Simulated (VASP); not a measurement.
# HfB2 (P6/mmm) in VASP: a series of runs, part 2 of 2

VASP 6.6.1. The steps go on from the part before.

### Step 3. Single point, PBE

This run uses another cell than the first one, of 9.90 Å³/atom, 1.014 times its volume.

File INCAR:

```
ALGO = Normal ; EDIFF = 1E-6
ENCUT = 520 ; GGA = PE
ISIF = 2 ; ISMEAR = 0
LASPH = T ; LCHARG = T
LELF = T ; LREAL = F
LVHAR = T ; LWAVE = F
NBANDS = 15 ; NELM = 80
PREC = Accurate ; SIGMA = 0.028999999999999998
```

File KPOINTS:

```
k-points
0
Gamma
  10 10 8
```

File POSCAR:

```
HfB2
1.0
    3.1400000000      0.0000000000      0.0000000000
   -1.5700000000      2.7193197679      0.0000000000
    0.0000000000      0.0000000000      3.4800000000
Hf B
1 2
Direct
    0.0000000000      0.0000000000      0.0000000000
    0.6666666667      0.3333333333      0.5000000000
    0.3333333333      0.6666666667      0.5000000000
```

Potentials or basis: VASP PAW PBE potentials, release 64 (Hf_pv, B).

The run is started by

```console
$ cat potpaw_PBE.64/Hf_pv/POTCAR potpaw_PBE.64/B/POTCAR > POTCAR
$ mpirun -np 1 vasp_std > vasp.out
```

OUTCAR:

```text
EDIFF = 1E-6
   ENCUT = 520
   GGA = PE
   ISIF = 2
   ISMEAR = 0
   LASPH = T
   LREAL = F
   NELM = 80
   PREC = Accurate

 ion  position               nearest neighbor table
   1  0.000  0.000  0.000-   2 2.51   3 2.51   2 2.51   3 2.51   2 2.51   2 2.51   3 2.51   3 2.51
                             2 2.51   2 2.51   3 2.51   3 2.51
   2  0.667  0.333  0.500-   3 1.81   3 1.81   3 1.81   1 2.51   1 2.51   1 2.51   1 2.51   1 2.51
                             1 2.51
   3  0.333  0.667  0.500-   2 1.81   2 1.81   2 1.81   1 2.51   1 2.51   1 2.51   1 2.51   1 2.51
                             1 2.51

  LATTYP: Found a hexagonal cell.
 ALAT       =     3.1400000000
 C/A-ratio  =     1.1082802548

  Lattice vectors:

 A1 = (   3.1400000000,   0.0000000000,   0.0000000000)
 A2 = (  -1.5700000000,   2.7193197679,   0.0000000000)
 A3 = (   0.0000000000,   0.0000000000,   3.4800000000)

Analysis of symmetry for initial positions (statically):
=====================================================================
 Subroutine PRICEL returns:
 Original cell was already a primitive cell.

 Routine SETGRP: Setting up the symmetry group for a
 hexagonal supercell.

 Subroutine GETGRP returns: Found 24 space group operations
 (whereof 24 operations were pure point group operations)
 out of a pool of 24 trial point group operations.

The static configuration has the point symmetry D_6h.

Analysis of symmetry for dynamics (positions and initial velocities):
=====================================================================
 Subroutine PRICEL returns:
 Original cell was already a primitive cell.

 Routine SETGRP: Setting up the symmetry group for a
 hexagonal supercell.

 Subroutine GETGRP returns: Found 24 space group operations
 (whereof 24 operations were pure point group operations)
 out of a pool of 24 trial point group operations.

The dynamic configuration has the point symmetry D_6h.

 Subroutine INISYM returns: Found 24 space group operations
 (whereof 24 operations are pure point group operations),
 and found     1 'primitive' translations

[... 123 lines left out ...]
   AEXX    =    0.0000 exact exchange contribution
   IVDW    =     0    specifies the selected vdW correction
   LEPSILON=     F    determine dielectric tensor
   LRPA    =     F    only Hartree local field effects (RPA)
 non-spin polarized calculation
 Gauss-broadening in eV      SIGMA  =   0.03
  energy-cutoff  :      520.00
  volume of cell :       29.71
 maximum number of plane-waves:       816
 NGX is ok and might be reduce to    24
   NGX = 11   NGY = 11   NGZ = 13

 number of electron      15.9999998 magnetization

 Free energy of the ion-electron system (eV)
  ---------------------------------------------------
  ext. energy  EPLUGINS =         0.00000000
  ---------------------------------------------------
  free energy    TOTEN  =       -26.39766035 eV

  energy without entropy =      -26.39721418  energy(sigma->0) =      -26.39743726

 E-fermi :   7.5113     XC(G=0): -12.5969

 val. band max:        7.5037818095   @ k =   0.2000   0.2000   0.1250
 cond. band min:       7.8042823774   @ k =   0.1000   0.1000   0.2500
 fundamental gap:      0.3005005678
 Fermi energy:         7.5113067272

 k-point     1 :       0.0000    0.0000    0.0000
  band No.  band energies     occupation
      1     -22.9618      2.00000
      2     -22.4723      2.00000
      3     -22.4723      2.00000
      4      -6.0813      2.00000
      5       4.6655      2.00000
      6       4.7735      2.00000
      7       4.7735      2.00000
      8       4.8890      2.00000
      9      11.6965      0.00000
     10      11.6965      0.00000
     11      12.3287      0.00000
     12      12.3287      0.00000
     13      12.6626      0.00000
     14      12.6666      0.00000
[... 401 lines left out ...]
      2     -22.8637      2.00000
      3     -22.6869      2.00000
      4      -2.2875      2.00000
      5      -0.9206      2.00000
      6       3.0245      2.00000
      7       3.9062      2.00000
      8       5.4501      2.00000
      9       8.8209      0.00000
     10      11.8019      0.00000
     11      11.8785      0.00000
     12      13.9457      0.00000
     13      15.1698      0.00000
     14      16.1058      0.00000
     15      18.4913      0.00000

 [... further k-points ...]
[... 5 lines left out ...]
  --------------------------------------------------------------------------------------
  -------------------------------------------------------------------------------------
  Total        0.1326016      0.1326016      0.2932282      0.0000000      0.0000000     -0.0000000
  in kB        7.1497386      7.1497386     15.8105552      0.0000000      0.0000000     -0.0000000
  external PRESSURE =      10.0366775 kB  Pullay stress =       0.0000000 kB

 VOLUME and BASIS-vectors are now :
 -----------------------------------------------------------------------------
  energy-cutoff  :      520.00
  volume of cell :       29.71
      direct lattice vectors                 reciprocal lattice vectors
     3.140000000  0.000000000  0.000000000     0.318471338  0.183869512  0.000000000
    -1.570000000  2.719319768  0.000000000     0.000000000  0.367739025  0.000000000
     0.000000000  0.000000000  3.480000000     0.000000000  0.000000000  0.287356322

 POSITION                                       TOTAL-FORCE (eV/Angst)
 -----------------------------------------------------------------------------------
      0.00000      0.00000      0.00000        -0.000000      0.000000     -0.000000
      1.57000      0.90644      1.74000        -0.000000      0.000000     -0.000000
     -0.00000      1.81288      1.74000         0.000000      0.000000      0.000000
 -----------------------------------------------------------------------------------
    total drift:                               -0.000000      0.000000      0.000000

  FREE ENERGIE OF THE ION-ELECTRON SYSTEM (eV)
  ---------------------------------------------------
  free  energy   TOTEN  =       -26.3976603469 eV

  energy  without entropy=      -26.3972141774  energy(sigma->0) =      -26.39743726
```

Wall time 32 s (1 thread of Intel Xeon Platinum 8375C at 2.90GHz (Ice Lake), shared host); peak memory 0.16 GiB.

What came out:

```yaml
Free_energy: -26.3977 eV
Pressure: 1.0 GPa
Band_gap_on_the_k_mesh: zero (band 8 reaches 8.26 eV, above the bottom of band 9 at 7.43 eV)
```

Stress tensor (GPa, compression positive):
```
0.71 0.00 0.00
0.00 0.71 0.00
0.00 0.00 1.58
```

Caveat: spin-orbit coupling is left out, which moves the levels of the heavy elements.
